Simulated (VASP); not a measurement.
# BN in VASP: a series of runs, part 2 of 2

VASP 6.6.1. Earlier steps stand in the parts before.

### Step 3. Single point, PBE+D3(BJ) (atom 4 (N) moved by (+0.000, +0.200) A along x and y)

Input file INCAR:

```
SYSTEM = BN
  ALGO = Normal
  EDIFF = 1E-7
  ENCUT = 520
  GGA = PE
  ISIF = 2
  ISMEAR = 0
  IVDW = 12
  LASPH = .TRUE.
  LCHARG = .FALSE.
  LREAL = .FALSE.
  LWAVE = .FALSE.
  NBANDS = 16
  NELM = 60
  PREC = Accurate
  SIGMA = 0.05
```

Input file KPOINTS:

```
k-points
0
G
  12 12 4
  0 0 0
```

Input file POSCAR:

```
BN
1.0
    2.5099983704      0.0000000000      0.0000000000
   -1.2549991852      2.1737223522      0.0000000000
    0.0000000000      0.0000000000      6.6900000000
B N
2 2
Direct
    0.0000000000      0.0000000000      0.5000000000
    0.3333333333      0.6666666667      0.0000000000
    0.0000000000      0.0000000000      0.0000000000
    0.7126707020      0.4253414041      0.5000000000
```

Potentials or basis: VASP PAW PBE potentials, release 64 (B, N).

The run is started by

```console
$ cat potpaw_PBE.64/B/POTCAR potpaw_PBE.64/N/POTCAR > POTCAR
$ mpirun -np 1 vasp_std > vasp.out
```

OUTCAR:

```text
SYSTEM = BN
   EDIFF = 1E-7
   ENCUT = 520
   GGA = PE
   ISIF = 2
   ISMEAR = 0
   IVDW = 12
   LASPH = .TRUE.
   LREAL = .FALSE.
   NELM = 60
   PREC = Accurate
 IVDW          = 12

 ion  position               nearest neighbor table
   1  0.000  0.000  0.500-   4 1.25   4 1.56   4 1.56
   2  0.333  0.667  0.000-   3 1.45   3 1.45   3 1.45
   3  0.000  0.000  0.000-   2 1.45   2 1.45   2 1.45
   4  0.713  0.425  0.500-   1 1.25   1 1.56   1 1.56

  LATTYP: Found a hexagonal cell.
 ALAT       =     2.5099983704
 C/A-ratio  =     2.6653403759

  Lattice vectors:

 A1 = (   2.5099983704,   0.0000000000,   0.0000000000)
 A2 = (  -1.2549991852,   2.1737223522,   0.0000000000)
 A3 = (   0.0000000000,   0.0000000000,   6.6900000000)

Analysis of symmetry for initial positions (statically):
=====================================================================
 Subroutine PRICEL returns:
 Original cell was already a primitive cell.

 Routine SETGRP: Setting up the symmetry group for a
 hexagonal supercell.

 Subroutine GETGRP returns: Found  4 space group operations
 (whereof  4 operations were pure point group operations)
[... 172 lines left out ...]
 fundamental gap:      2.9003675994
 Fermi energy:         3.2340164825

 k-point     1 :       0.0000    0.0000    0.0000
  band No.  band energies     occupation
      1     -15.6121      2.00000
      2     -15.3198      2.00000
      3      -4.0177      2.00000
      4      -2.0012      2.00000
      5      -1.1631      2.00000
      6       0.7671      2.00000
[... 433 lines left out ...]
      3      -5.5070      2.00000
      4      -5.2774      2.00000
      5      -2.0839      2.00000
      6      -1.9726      2.00000
[... 8 lines left out ...]
     15      17.5550      0.00000
     16      19.4369      0.00000

 [... further k-points ...]

------------------------ aborting loop because EDIFF is reached ----------------------------------------

 Edisp (eV)   -0.55709

 E8    (eV) :    -0.1631

  FORCE on cell =-STRESS in cart. coord.  units (eV):
  Direction    XX          YY          ZZ          XY          YZ          ZX
  --------------------------------------------------------------------------------------
  -------------------------------------------------------------------------------------
  Total      -1.10456     6.77929    -0.09784     0.00000     0.00000     0.00000
  in kB     -48.48390   297.57131    -4.29477     0.00000     0.00000     0.00000
  external pressure =       81.60 kB  Pullay stress =        0.00 kB

 VOLUME and BASIS-vectors are now :
 -----------------------------------------------------------------------------
  energy-cutoff  :      520.00
  volume of cell :       36.50
      direct lattice vectors                 reciprocal lattice vectors
     2.509998370  0.000000000  0.000000000     0.398406633  0.230020177  0.000000000
    -1.254999185  2.173722352  0.000000000     0.000000000  0.460040354  0.000000000
     0.000000000  0.000000000  6.690000000     0.000000000  0.000000000  0.149476831

 POSITION                                       TOTAL-FORCE (eV/Angst)
 -----------------------------------------------------------------------------------
      0.00000      0.00000      3.34500        -0.000000     11.369760      0.000000
     -0.00000      1.44915      0.00000         0.000000     -0.015051      0.000000
      0.00000      0.00000      0.00000        -0.000000      0.041593      0.000000
      1.25500      0.92457      3.34500        -0.000000    -11.396303      0.000000
 -----------------------------------------------------------------------------------
    total drift:                               -0.000001      0.000155     -0.000000

  FREE ENERGIE OF THE ION-ELECTRON SYSTEM (eV)
  ---------------------------------------------------
  free  energy   TOTEN  =       -34.7060893425 eV

  energy  without entropy=      -34.7060893425  energy(sigma->0) =      -34.70608934
```

OSZICAR:

```text
N       E                     dE             d eps       ncg     rms          rms(c)
DAV:   1     0.432724419261E+02    0.43272E+02   -0.77751E+03  4128   0.928E+02
DAV:   2    -0.349502428538E+02   -0.78223E+02   -0.71073E+02  5712   0.210E+02
DAV:   3    -0.380478954982E+02   -0.30977E+01   -0.30845E+01  5336   0.408E+01
DAV:   4    -0.380661394727E+02   -0.18244E-01   -0.18242E-01  5208   0.349E+00
DAV:   5    -0.380662974683E+02   -0.15800E-03   -0.15799E-03  5344   0.309E-01    0.118E+01
DAV:   6    -0.345398896242E+02    0.35264E+01   -0.55155E+00  5408   0.185E+01    0.527E+00
DAV:   7    -0.342307001431E+02    0.30919E+00   -0.67061E-01  5520   0.611E+00    0.323E+00
DAV:   8    -0.341509362376E+02    0.79764E-01   -0.21643E-01  5328   0.333E+00    0.446E-01
DAV:   9    -0.341481701809E+02    0.27661E-02   -0.17782E-02  4728   0.112E+00    0.226E-01
DAV:  10    -0.341488177208E+02   -0.64754E-03   -0.13136E-03  5008   0.298E-01    0.602E-02
DAV:  11    -0.341489692189E+02   -0.15150E-03   -0.19672E-04  5152   0.116E-01    0.369E-02
DAV:  12    -0.341489915759E+02   -0.22357E-04   -0.37293E-05  5216   0.498E-02    0.704E-03
DAV:  13    -0.341489944430E+02   -0.28671E-05   -0.38455E-06  5160   0.155E-02    0.217E-03
DAV:  14    -0.341489946331E+02   -0.19010E-06   -0.24593E-07  5264   0.377E-03    0.864E-04
DAV:  15    -0.341489946698E+02   -0.36765E-07   -0.43731E-08  4336   0.185E-03
   1 F= -.34706089E+02 E0= -.34706089E+02  d E =-.112504E-13
```

Wall time 67 s (1 thread of Intel Xeon Platinum 8259CL at 2.50GHz (Skylake/Cascade Lake), shared host); peak memory 0.2 GiB.

Results:

```yaml
Free_energy: -34.7061 eV
Pressure: 8.2 GPa
Largest_force: 11.396 eV/Å
Band_gap_on_the_k_mesh: 2.90 eV, indirect (least direct gap 4.14 eV)
Dispersion_energy_per_atom: -0.139 eV
```

Forces on the atoms (eV/Å):
```
B     0.000  11.370   0.000
B     0.000  -0.015   0.000
N     0.000   0.042   0.000
N     0.000 -11.396   0.000
```

Stress tensor (GPa, compression positive):
```
-4.85  0.00  0.00
 0.00 29.76  0.00
 0.00  0.00 -0.43
```

Levels at points of the mesh, in eV from the valence-band top:
```
           k point  band 6  band 7  band 8  band 9  band 10  band 11
(0.00, 0.00, 0.00)   -2.22   -2.22    0.00    4.38     8.18     9.33
(0.50, 0.00, 0.00)   -4.99   -2.45   -1.60    3.63     5.52     7.76
(0.00, 0.50, 0.00)   -3.94   -1.89   -1.31    3.18     4.05     8.74
(0.00, 0.00, 0.50)   -2.22   -2.22    0.00    6.63     6.65     8.18
(0.50, 0.00, 0.50)   -5.00   -2.21   -1.80    3.84     4.81     7.89
(0.00, 0.50, 0.50)   -3.94   -1.80   -1.24    2.90     3.82     8.93
```

Caveat: the cell differs from its parent crystal (atom 4 (N) moved by (+0.000, +0.200) A along x and y); forces of over 1 eV/Å act on the atoms, so gaps and moduli don't describe the material at rest. A k mesh can miss the band edges.

### Step 4. Single point, PBE+D3(BJ) (atom 4 (N) moved by (-0.200, -0.200) A along x and y)

Input file INCAR:

```
  PREC = Accurate
  ENCUT = 520
  EDIFF = 1E-7
  ISMEAR = 0
  SIGMA = 0.05
  LREAL = False
  LASPH = True
  NELM = 100
  ALGO = Normal
  ISIF = 2
  LWAVE = False
  LCHARG = False
  GGA = PE
  IVDW = 12
  NBANDS = 16
```

Input file KPOINTS:

```
Automatic mesh
0
Gamma
  12 12 4
```

POSCAR: that of step 3 with these lines changed.

```diff
@@ -11,2 +11,2 @@
     0.0000000000      0.0000000000      0.0000000000
-    0.7126707020      0.4253414041      0.5000000000
+    0.5409813047      0.2413252626      0.5000000000
```

Potentials or basis: VASP PAW PBE potentials, release 64 (B, N).

The run is started by

```console
$ cat potpaw_PBE.64/B/POTCAR potpaw_PBE.64/N/POTCAR > POTCAR
$ mpirun -np 1 vasp_std > vasp.out
```

OUTCAR:

```text
PREC = Accurate
   ENCUT = 520
   EDIFF = 1E-7
   ISMEAR = 0
   LREAL = False
   LASPH = True
   NELM = 100
   ISIF = 2
   GGA = PE
   IVDW = 12
 IVDW          = 12

 ion  position               nearest neighbor table
   1  0.000  0.000  0.500-   4 1.18   4 1.55   4 1.66
   2  0.333  0.667  0.000-   3 1.45   3 1.45   3 1.45
   3  0.000  0.000  0.000-   2 1.45   2 1.45   2 1.45
   4  0.541  0.241  0.500-   1 1.18   1 1.55   1 1.66

  LATTYP: Found a hexagonal cell.
 ALAT       =     2.5099983704
 C/A-ratio  =     2.6653403759

  Lattice vectors:

 A1 = (   2.5099983704,   0.0000000000,   0.0000000000)
 A2 = (  -1.2549991852,   2.1737223522,   0.0000000000)
 A3 = (   0.0000000000,   0.0000000000,   6.6900000000)

Analysis of symmetry for initial positions (statically):
=====================================================================
 Subroutine PRICEL returns:
 Original cell was already a primitive cell.

 Routine SETGRP: Setting up the symmetry group for a
 hexagonal supercell.

 Subroutine GETGRP returns: Found  2 space group operations
 (whereof  2 operations were pure point group operations)
 out of a pool of 24 trial point group operations.

The static configuration has the point symmetry C_1h.

Analysis of symmetry for dynamics (positions and initial velocities):
=====================================================================
 Subroutine PRICEL returns:
 Original cell was already a primitive cell.

 Routine SETGRP: Setting up the symmetry group for a
 hexagonal supercell.

 Subroutine GETGRP returns: Found  2 space group operations
 (whereof  2 operations were pure point group operations)
 out of a pool of 24 trial point group operations.

The dynamic configuration has the point symmetry C_1h.

 Subroutine INISYM returns: Found  2 space group operations
 (whereof  2 operations are pure point group operations),
 and found     1 'primitive' translations

[... 119 lines left out ...]
  volume/ion in A,a.u.               =       9.13        61.58
  Fermi-wavevector in a.u.,A,eV,Ry     =   1.243599  2.350061 21.041925  1.546538
  Thomas-Fermi vector in A             =   2.377902
   LORBIT       =      0    0 simple, 1 ext, 2 COOP (PROOUT), +10 PAW based schemes
   GGA     = PE    functional components
   LHFCALC =     F    Hartree Fock is set to
   AEXX    =    0.0000 exact exchange contribution
   IVDW    =    12    specifies the selected vdW correction
   LEPSILON=     F    determine dielectric tensor
   LRPA    =     F    only Hartree local field effects (RPA)
 non-spin polarized calculation
 Gauss-broadening in eV      SIGMA  =   0.05
  energy-cutoff  :      520.00
  volume of cell :       36.50
 maximum number of plane-waves:      1000
   NGX =  9   NGY =  9   NGZ = 25

 number of electron      15.9999998 magnetization

 Free energy of the ion-electron system (eV)
  ---------------------------------------------------
  ext. energy  EPLUGINS =         0.00000000
  ---------------------------------------------------
  free energy    TOTEN  =       -33.06831618 eV

  energy without entropy =      -33.06831618  energy(sigma->0) =      -33.06831618

 E-fermi :   3.8852     XC(G=0):  -9.9777

 val. band max:        3.5686880570   @ k =   0.0000   0.0000   0.5000
 cond. band min:       5.8800279708   @ k =   0.5000   0.0000   0.5000
 fundamental gap:      2.3113399138
 Fermi energy:         3.8852235940

 k-point     1 :       0.0000    0.0000    0.0000
  band No.  band energies     occupation
      1     -15.6413      2.00000
      2     -15.3400      2.00000
      3      -4.0736      2.00000
      4      -2.0786      2.00000
      5      -1.8729      2.00000
      6       0.7289      2.00000
[... 433 lines left out ...]
      3      -3.1275      2.00000
      4      -2.8615      2.00000
      5      -2.2247      2.00000
      6      -1.0341      2.00000
[... 8 lines left out ...]
     15      17.0169      0.00000
     16      17.2604      0.00000

 [... further k-points ...]

------------------------ aborting loop because EDIFF is reached ----------------------------------------

 Edisp (eV)   -0.55720

 E8    (eV) :    -0.1631

  FORCE on cell =-STRESS in cart. coord.  units (eV):
  Direction    XX          YY          ZZ          XY          YZ          ZX
  --------------------------------------------------------------------------------------
  -------------------------------------------------------------------------------------
  Total      10.28204     2.03017    -0.07659     5.42254     0.00000     0.00000
  in kB     451.32185    89.11248    -3.36193   238.01798     0.00000     0.00000
  external pressure =      179.02 kB  Pullay stress =        0.00 kB

 VOLUME and BASIS-vectors are now :
 -----------------------------------------------------------------------------
  energy-cutoff  :      520.00
  volume of cell :       36.50
      direct lattice vectors                 reciprocal lattice vectors
     2.509998370  0.000000000  0.000000000     0.398406633  0.230020177  0.000000000
    -1.254999185  2.173722352  0.000000000     0.000000000  0.460040354  0.000000000
     0.000000000  0.000000000  6.690000000     0.000000000  0.000000000  0.149476831

 POSITION                                       TOTAL-FORCE (eV/Angst)
 -----------------------------------------------------------------------------------
      0.00000      0.00000      3.34500       -15.371073     -9.043263      0.000000
     -0.00000      1.44915      0.00000         0.014908      0.009909      0.000000
      0.00000      0.00000      0.00000        -0.047815     -0.025970      0.000000
      1.05500      0.52457      3.34500        15.403979      9.059323      0.000000
 -----------------------------------------------------------------------------------
    total drift:                               -0.000205     -0.000184      0.000000

  FREE ENERGIE OF THE ION-ELECTRON SYSTEM (eV)
  ---------------------------------------------------
  free  energy   TOTEN  =       -33.6255194835 eV

  energy  without entropy=      -33.6255194835  energy(sigma->0) =      -33.62551948
```

Wall time 98 s (1 thread of Intel Xeon Platinum 8259CL at 2.50GHz (Skylake/Cascade Lake), shared host); peak memory 0.24 GiB.

Results:

```yaml
Free_energy: -33.6255 eV
Pressure: 17.9 GPa
Largest_force: 17.870 eV/Å
Band_gap_on_the_k_mesh: 2.31 eV, indirect (least direct gap 3.78 eV)
Dispersion_energy_per_atom: -0.139 eV
```

Forces in eV/Å, atoms in the order of the input:
```
B   -15.371  -9.043   0.000
B     0.015   0.010   0.000
N    -0.048  -0.026   0.000
N    15.404   9.059   0.000
```

Levels at points of the mesh, in eV from the valence-band top:
```
           k point  band 5  band 6  band 7  band 8  band 9  band 10  band 11  band 12
(0.00, 0.00, 0.00)   -5.44   -2.84   -2.84    0.00    3.78     7.07     8.74    10.04
(0.50, 0.00, 0.00)   -5.62   -4.28   -2.54   -1.98    2.55     3.46     8.10     8.71
(0.00, 0.50, 0.00)   -6.17   -5.61   -3.44   -2.25    3.04     5.87     6.94     8.18
(0.50, 0.50, 0.00)   -5.62   -4.84   -3.10   -2.25    3.02     4.87     6.01     8.16
(0.00, 0.00, 0.50)   -5.42   -2.84   -2.84    0.00    5.98     6.00     7.15    10.04
(0.50, 0.00, 0.50)   -5.62   -4.28   -2.42   -1.95    2.31     3.21     8.30     8.90
(0.00, 0.50, 0.50)   -6.17   -5.62   -3.26   -2.42    3.23     5.11     7.07     8.39
(0.50, 0.50, 0.50)   -5.62   -4.84   -2.88   -2.41    3.22     4.15     6.10     8.37
```

Caveat: the cell differs from its parent crystal (atom 4 (N) moved by (-0.200, -0.200) A along x and y); forces of over 1 eV/Å act on the atoms, so gaps and moduli don't describe the material at rest.
